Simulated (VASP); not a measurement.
# KAlAs3 (Pm-3m) in VASP: further runs, part 2 of 2

VASP 6.6.1. Earlier steps stand in the parts before.

## (3) Relaxation of cell and atoms, PBE

This run uses another cell than the first one, of 21.63 Å³/atom, 0.863 times its volume.

File INCAR:

```
PREC     = Accurate       # precision mode
ENCUT    = 600            # plane-wave cutoff, eV
EDIFF    = 1E-6           # SCF threshold, eV
ISMEAR   = 0              # smearing method
SIGMA    = 0.1            # smearing width, eV
LREAL    = F              # projectors in reciprocal space
LASPH    = T              # aspherical terms in the spheres
NELM     = 100            # most SCF steps
ALGO     = Normal         # electronic algorithm
ISIF     = 3              # what is computed and relaxed
LWAVE    = F              # write WAVECAR
LCHARG   = F              # write CHGCAR
GGA      = PE             # functional
IBRION   = 2              # ionic algorithm
NSW      = 90             # ionic steps
EDIFFG   = -0.04          # ionic threshold
```

File KPOINTS:

```
Automatic mesh
0
Gamma
  4 4 4
```

File POSCAR:

```
KAlAs3
1.0
    4.7642051674      0.0000000000      0.0000000000
    0.0000000000      4.7642051674      0.0000000000
    0.0000000000      0.0000000000      4.7642051674
K Al As
1 1 3
Direct
    0.0000000000      0.0000000000      0.0000000000
    0.5000000000      0.5000000000      0.5000000000
    0.0000000000      0.5000000000      0.5000000000
    0.5000000000      0.0000000000      0.5000000000
    0.5000000000      0.5000000000      0.0000000000
```

Potentials or basis: VASP PAW PBE potentials, release 64 (K_sv, Al, As).

Started as:

```console
$ cat potpaw_PBE.64/K_sv/POTCAR potpaw_PBE.64/Al/POTCAR potpaw_PBE.64/As/POTCAR > POTCAR
$ mpirun -np 1 vasp_std > vasp.out
```

OUTCAR:

```text
PREC = Accurate
   ENCUT = 600
   EDIFF = 1E-6
   ISMEAR = 0
   LREAL = F
   LASPH = T
   NELM = 100
   ISIF = 3
   GGA = PE
   IBRION = 2
   NSW = 90
   EDIFFG = -0.04

 ion  position               nearest neighbor table
   1  0.000  0.000  0.000-
   2  0.500  0.500  0.500-   3 2.38   4 2.38   5 2.38   5 2.38   4 2.38   3 2.38
   3  0.000  0.500  0.500-   2 2.38   2 2.38
   4  0.500  0.000  0.500-   2 2.38   2 2.38
   5  0.500  0.500  0.000-   2 2.38   2 2.38

  LATTYP: Found a simple cubic cell.
 ALAT       =     4.7642051674

  Lattice vectors:

 A1 = (   4.7642051674,   0.0000000000,   0.0000000000)
 A2 = (   0.0000000000,   4.7642051674,   0.0000000000)
 A3 = (   0.0000000000,   0.0000000000,   4.7642051674)

Analysis of symmetry for initial positions (statically):
=====================================================================
 Subroutine PRICEL returns:
 Original cell was already a primitive cell.

 Routine SETGRP: Setting up the symmetry group for a
 simple cubic supercell.

 Subroutine GETGRP returns: Found 48 space group operations
 (whereof 48 operations were pure point group operations)
 out of a pool of 48 trial point group operations.

The static configuration has the point symmetry O_h .

Analysis of symmetry for dynamics (positions and initial velocities):
=====================================================================
 Subroutine PRICEL returns:
 Original cell was already a primitive cell.

 Routine SETGRP: Setting up the symmetry group for a
 simple cubic supercell.

 Subroutine GETGRP returns: Found 48 space group operations
 (whereof 48 operations were pure point group operations)
 out of a pool of 48 trial point group operations.

The dynamic configuration has the point symmetry O_h .

 Subroutine INISYM returns: Found 48 space group operations
 (whereof 48 operations are pure point group operations),
 and found     1 'primitive' translations

[... 88 lines left out ...]
   NSW    =     90    number of steps for IOM
   IBRION =      2    ionic relax: 0-MD 1-quasi-New 2-CG
   NFREE  =      1    steps in history (QN), initial steepest desc. (CG)
   ISIF   =      3    stress and relaxation
   ISYM   =      2    0-nonsym 1-usesym 2-fastsym
   POTIM  = 0.5000    time-step for ionic-motion
   TEBEG  =    0.0;   TEEND  =   0.0 temperature during run
   PSTRESS=    0.0 pullay stress
   NELECT =      27.0000    total number of electrons
   NUPDOWN=      -1.0000    fix difference up-down
   EMIN   =  10.00;   EMAX   =-10.00  energy-range for DOS
   EFERMI =   0.00;   METHOD = LEGACY
   ISMEAR =     0;   SIGMA  =   0.10  broadening in eV -4-tet -1-fermi 0-gaus
   EFERMI_NEDOS =   21; number of points for ismear=-14 and -15
   IALGO  =     38    algorithm
   IMIX   =      4    mixing-type and parameters
     AMIX     =   0.40;   BMIX     =  1.00
     AMIX_MAG =   1.60;   BMIX_MAG =  1.00
  volume/ion in A,a.u.               =      21.63       145.95
  Fermi-wavevector in a.u.,A,eV,Ry     =   1.030874  1.948070 14.458931  1.062701
  Thomas-Fermi vector in A             =   2.164994
   LORBIT       =      0    0 simple, 1 ext, 2 COOP (PROOUT), +10 PAW based schemes
   GGA     = PE    functional components
   LHFCALC =     F    Hartree Fock is set to
   AEXX    =    0.0000 exact exchange contribution
   IVDW    =     0    specifies the selected vdW correction
   LEPSILON=     F    determine dielectric tensor
   LRPA    =     F    only Hartree local field effects (RPA)
 conjugate gradient relaxation of ions
 non-spin polarized calculation
 Gauss-broadening in eV      SIGMA  =   0.10
  energy-cutoff  :      600.00
  volume of cell :      108.14
 maximum number of plane-waves:      3695
 NGX is ok and might be reduce to    40
   NGX = 19   NGY = 19   NGZ = 19

--------------------------------------- Ionic step        1  -------------------------------------------

 number of electron      27.0000002 magnetization

 Free energy of the ion-electron system (eV)
  ---------------------------------------------------
  ext. energy  EPLUGINS =         0.00000000
  ---------------------------------------------------
  free energy    TOTEN  =       -17.77962652 eV

  energy without entropy =      -17.76732863  energy(sigma->0) =      -17.77347757

 E-fermi :   4.2527     XC(G=0):  -9.6436

 val. band max:        4.0511419344   @ k =   0.2500   0.2500   0.0000
 cond. band min:       4.2564451462   @ k =   0.2500   0.2500   0.0000
 fundamental gap:      0.2053032118
 Fermi energy:         4.2527243797

 k-point     1 :       0.0000    0.0000    0.0000
  band No.  band energies     occupation
      1     -25.5395      2.00000
      2      -9.1121      2.00000
      3      -9.1121      2.00000
      4      -9.1121      2.00000
      5      -8.8706      2.00000
      6      -5.2331      2.00000
[... 266 lines left out ...]
--------------------------------------- Ionic step        3  -------------------------------------------

 number of electron      26.9999999 magnetization

 Free energy of the ion-electron system (eV)
  ---------------------------------------------------
  ext. energy  EPLUGINS =         0.00000000
  ---------------------------------------------------
  free energy    TOTEN  =       -18.21660247 eV

  energy without entropy =      -18.19890957  energy(sigma->0) =      -18.20775602

 E-fermi :   3.0719     XC(G=0):  -9.0238

 val. band max:        2.9160799973   @ k =   0.2500   0.2500   0.0000
 cond. band min:       3.0925048197   @ k =   0.2500   0.2500   0.0000
 fundamental gap:      0.1764248224
 Fermi energy:         3.0719310097

 k-point     1 :       0.0000    0.0000    0.0000
  band No.  band energies     occupation
      1     -26.7951      2.00000
      2     -10.3226      2.00000
      3     -10.3226      2.00000
      4     -10.3226      2.00000
      5      -9.2014      2.00000
      6      -6.3569      2.00000
[... 221 lines left out ...]
  FREE ENERGIE OF THE ION-ELECTRON SYSTEM (eV)
  ---------------------------------------------------
  free  energy   TOTEN  =       -18.2166024715 eV

  energy  without entropy=      -18.1989095685  energy(sigma->0) =      -18.20775602

 reached required accuracy - stopping structural energy minimisation
```

OSZICAR:

```text
N       E                     dE             d eps       ncg     rms          rms(c)
DAV:   1     0.143912259026E+03    0.14391E+03   -0.12255E+04   340   0.152E+03
DAV:   2    -0.898112654436E+01   -0.15289E+03   -0.15088E+03   449   0.286E+02
DAV:   3    -0.176190107714E+02   -0.86379E+01   -0.85344E+01   443   0.596E+01
[... 24 lines left out ...]
DAV:   3    -0.182161794236E+02    0.12906E-01   -0.40419E-02   440   0.133E+00    0.448E-01
DAV:   4    -0.182166323396E+02   -0.45292E-03   -0.26419E-03   505   0.328E-01    0.814E-02
DAV:   5    -0.182165688829E+02    0.63457E-04   -0.10337E-03   505   0.186E-01    0.414E-02
DAV:   6    -0.182166016449E+02   -0.32762E-04   -0.95111E-05   488   0.401E-02    0.853E-03
DAV:   7    -0.182166024715E+02   -0.82654E-06   -0.14931E-06   243   0.910E-03
   3 F= -.18216602E+02 E0= -.18207756E+02  d E =-.436976E+00
```

Run time: 50 s. Hardware: 1 thread of Intel Xeon Platinum 8488C (Sapphire Rapids), shared host; peak memory 0.25 GiB.

Results:

```
Free energy                            : -18.2166 eV
Relaxed volume                         : 25.11 Å³/atom
Relaxed cell                           : a = 5.007 Å, b = 5.007 Å, c = 5.007 Å, α = 90.00°, β = 90.00°, γ = 90.00°
Space group after relaxing (to 0.05 Å) : Pm-3m (No. 221)
Energy gained by relaxing              : 87.4 meV/atom
Ionic steps                            : 3
Pressure after relaxing                : 0.1 GPa
```

Step by step:
```csv
step,energy change (eV),largest force (eV/Å),pressure (GPa),volume (Å³)
1,0.0000,0.0000,9.15,108.14
2,-0.4277,0.0000,-0.97,128.64
3,-0.4370,0.0000,0.05,125.53
```

Final structure:
```
K Al As
1.0
     5.00701    0.00000    0.00000
     0.00000    5.00701    0.00000
     0.00000    0.00000    5.00701
K Al As
1 1 3
Direct
  0.00000 0.00000 0.00000
  0.50000 0.50000 0.50000
  0.00000 0.50000 0.50000
  0.50000 0.00000 0.50000
  0.50000 0.50000 0.00000
```

Caveat: the volume moved by over 15 % at a fixed basis, so the end points are rough.

## (4) Single point, PBE

This run uses another cell than the first one, of 25.32 Å³/atom, 1.010 times its volume.

File INCAR:

```
PREC = Accurate ; ENCUT = 520
EDIFF = 1E-7 ; ISMEAR = 0
SIGMA = 0.1 ; LREAL = False
LASPH = True ; NELM = 80
ALGO = Normal ; ISIF = 2
LWAVE = False ; LCHARG = False
GGA = PE ; NBANDS = 22
```

File KPOINTS:

```
Automatic mesh
0
Gamma
  8 8 8
```

Changes to POSCAR since step 3:

```diff
@@ -2,5 +2,5 @@
 1.0
-    4.7642051674      0.0000000000      0.0000000000
-    0.0000000000      4.7642051674      0.0000000000
-    0.0000000000      0.0000000000      4.7642051674
+    5.0210484162      0.0000000000      0.0000000000
+    0.0000000000      5.0210484162      0.0000000000
+    0.0000000000      0.0000000000      5.0210484162
 K Al As
```

Started as:

```console
$ cat potpaw_PBE.64/K_sv/POTCAR potpaw_PBE.64/Al/POTCAR potpaw_PBE.64/As/POTCAR > POTCAR
$ mpirun -np 1 vasp_std > vasp.out
```

Wall time 82 s (1 thread of Intel Xeon Platinum 8488C (Sapphire Rapids), shared host); peak memory 0.28 GiB.

The run converged. Its results:

```
Free energy : -18.1090 eV
Pressure    : 0.1 GPa
```

Levels at points of the mesh, in eV from the Fermi level:
| k point | band 11 | band 12 | band 13 | band 14 | band 15 | band 16 |
| --- | --- | --- | --- | --- | --- | --- |
| (0.00, 0.00, 0.00) | -0.64 | 0.10 | 0.10 | 0.10 | 0.77 | 0.77 |
| (0.50, 0.00, 0.00) | -1.59 | -1.08 | -1.08 | -0.85 | 0.38 | 0.38 |
| (0.50, 0.50, 0.00) | -1.19 | -1.19 | -0.96 | -0.96 | 0.09 | 1.79 |
| (0.50, 0.50, 0.50) | -2.97 | 0.15 | 0.15 | 1.91 | 1.91 | 1.91 |

## (5) Relaxation of cell and atoms, PBE

File INCAR:

```
  ALGO = Normal
  EDIFF = 1E-6
  EDIFFG = -0.01
  ENCUT = 600
  GGA = PE
  IBRION = 2
  ISIF = 3
  ISMEAR = 0
  LASPH = True
  LCHARG = False
  LREAL = False
  LWAVE = False
  NELM = 80
  NSW = 100
  PREC = Accurate
  SIGMA = 0.1
```

File KPOINTS:

```
k-points
0
Gamma
  8 8 8
```

Changes to POSCAR since step 4:

```diff
@@ -2,5 +2,5 @@
 1.0
-    5.0210484162      0.0000000000      0.0000000000
-    0.0000000000      5.0210484162      0.0000000000
-    0.0000000000      0.0000000000      5.0210484162
+    5.0041911687      0.0000000000      0.0000000000
+    0.0000000000      5.0041911687      0.0000000000
+    0.0000000000      0.0000000000      5.0041911687
 K Al As
```

Started as:

```console
$ cat potpaw_PBE.64/K_sv/POTCAR potpaw_PBE.64/Al/POTCAR potpaw_PBE.64/As/POTCAR > POTCAR
$ mpirun -np 1 vasp_std > vasp.out
```

Run time: 70 s. Hardware: 1 thread of Intel Xeon Platinum 8375C at 2.90GHz (Ice Lake), shared host; peak memory 0.31 GiB.

It converged, with:

```
Free energy                            : -18.1095 eV
Relaxed volume                         : 25.38 Å³/atom
Relaxed cell                           : a = 5.025 Å, b = 5.025 Å, c = 5.025 Å, α = 90.00°, β = 90.00°, γ = 90.00°
Space group after relaxing (to 0.05 Å) : Pm-3m (No. 221)
Energy gained by relaxing              : 0.5 meV/atom
Ionic steps                            : 2
Pressure after relaxing                : 0.0 GPa
```

Step by step:
| step | energy change (eV) | largest force (eV/Å) | pressure (GPa) | volume (Å³) |
| --- | --- | --- | --- | --- |
| 1 | 0.0000 | 0.0000 | 0.55 | 125.31 |
| 2 | -0.0026 | 0.0000 | 0.00 | 126.88 |

Final structure:
```cif
data_structure
_symmetry_space_group_name_H-M 'P 1'
_symmetry_Int_Tables_number 1
_cell_length_a 5.0249
_cell_length_b 5.0249
_cell_length_c 5.0249
_cell_angle_alpha 90.000
_cell_angle_beta 90.000
_cell_angle_gamma 90.000
_cell_volume 126.88
loop_
_atom_site_label
_atom_site_type_symbol
_atom_site_fract_x
_atom_site_fract_y
_atom_site_fract_z
_atom_site_occupancy
K1 K 0.00000 0.00000 0.00000 1
Al1 Al 0.50000 0.50000 0.50000 1
As1 As 0.00000 0.50000 0.50000 1
As2 As 0.50000 0.00000 0.50000 1
As3 As 0.50000 0.50000 0.00000 1
```

Levels at points of the mesh, in eV from the Fermi level:
```
           k point  band 11  band 12  band 13  band 14  band 15  band 16
(0.00, 0.00, 0.00)    -0.64     0.10     0.10     0.10     0.77     0.77
(0.50, 0.00, 0.00)    -1.58    -1.07    -1.07    -0.84     0.38     0.38
(0.50, 0.50, 0.00)    -1.19    -1.19    -0.96    -0.96     0.09     1.78
(0.50, 0.50, 0.50)    -2.96     0.15     0.15     1.90     1.90     1.90
```

## (6) Summary

| task | cell | k mesh | cutoff (eV) | gap on the mesh (eV) | pressure (GPa) | relaxed volume (Å³/atom) |
| --- | --- | --- | --- | --- | --- | --- |
| single point | a = 5.004 Å, 5 atoms | 4 × 4 × 4 | 520 | none | 0.1 | - |
| relaxation of cell and atoms | relaxed from a = 4.764 Å, 5 atoms | 4 × 4 × 4 | 600 | none | 0.1 | 25.11 |
| single point | a = 5.021 Å, 5 atoms | 8 × 8 × 8 | 520 | none | 0.1 | - |
| relaxation of cell and atoms | relaxed from a = 5.004 Å, 5 atoms | 8 × 8 × 8 | 600 | none | 0.0 | 25.38 |

Alike in all rows: level PBE; potentials or basis VASP PAW PBE potentials, release 64 (K_sv, Al, As); no spin polarisation; smearing gaussian 0.1 eV.

Caveats: the volume moved by over 15 % at a fixed basis, so the end points are rough (some runs).

Total energies depend on the potentials used, so only differences within one code and one set of settings carry meaning.
